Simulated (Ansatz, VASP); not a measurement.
## Two plane-wave programs on Ta

Contents of INCAR:

```
SYSTEM = Ta
PREC = Accurate
ENCUT = 520
EDIFF = 1E-6
ISMEAR = 0
SIGMA = 0.15
LREAL = .False.
LASPH = .True.
NELM = 100
ALGO = Normal
ISIF = 2
LWAVE = .False.
LCHARG = .True.
GGA = PE
LELF = .True.
LVHAR = .True.
NBANDS = 12
```

KPOINTS

```
regular mesh
0
Gamma
  20 20 20
  0 0 0
```

File POSCAR:

```
Ta
1.0
   -1.6512800000      1.6512800000      1.4655110000
    1.6512800000     -1.6512800000      1.4655110000
    1.6512800000      1.6512800000     -1.4655110000
Ta
1
Direct
    0.0000000000      0.0000000000      0.0000000000
```

Input for Ansatz:

```yaml
crystal:
  lattice:
    - [-1.65128, 1.65128, 1.465511]
    - [1.65128, -1.65128, 1.465511]
    - [1.65128, 1.65128, -1.465511]
  atoms:
    - { symbol: Ta, position: [0.0, 0.0, 0.0] }
basis:
  ecutwfc: 420
kpoints:
  mp_grid: { grid: [20, 20, 20] }
hamiltonian:
  xc: pbe
scf:
  occupations: { method: gaussian, width: 0.15 }
output:
  forces: true
  stress: true
  eigenvalues: true
```

Change from the starting cell: strain -0.1125 x Voigt [0, 0, 1, 0, 0, 0], atoms carried along.

Alike in both runs: task single point; functional PBE; k mesh 20 × 20 × 20; occupations gaussian, width 0.15 eV; no spin polarisation.

|  | VASP | Ansatz |
| --- | --- | --- |
| version | VASP 6.6.1 | Ansatz 0.2.0 |
| potentials or method | VASP PAW PBE potentials, release 64 (Ta_pv), cutoff 520 eV | scalar-relativistic, plane waves, PAW |
| valence electrons in the cell | 11 | 13 |

VASP gave:

| Item | Value |
| --- | --- |
| gap on the k mesh at the Fermi level (eV) | none |
| pressure (GPa) | 35.3 |
| traceless stress, the component that is largest in VASP (GPa) | 10.09 |

Task: What did Ansatz give for the same quantities?

Result: gap on the k mesh at the Fermi level (eV): none; pressure (GPa): 34.9; traceless stress, the component that is largest in VASP (GPa): 10.15.

A gap of «none» marks a metal or a gap that the smearing closes. Both programs put the cell under a high pressure, so it lies far from rest at this level. VASP's potentials hold 11 valence electrons a cell and Ansatz's 13, so a difference there can come from the potentials and not from the codes.

Spin-orbit coupling is off throughout.
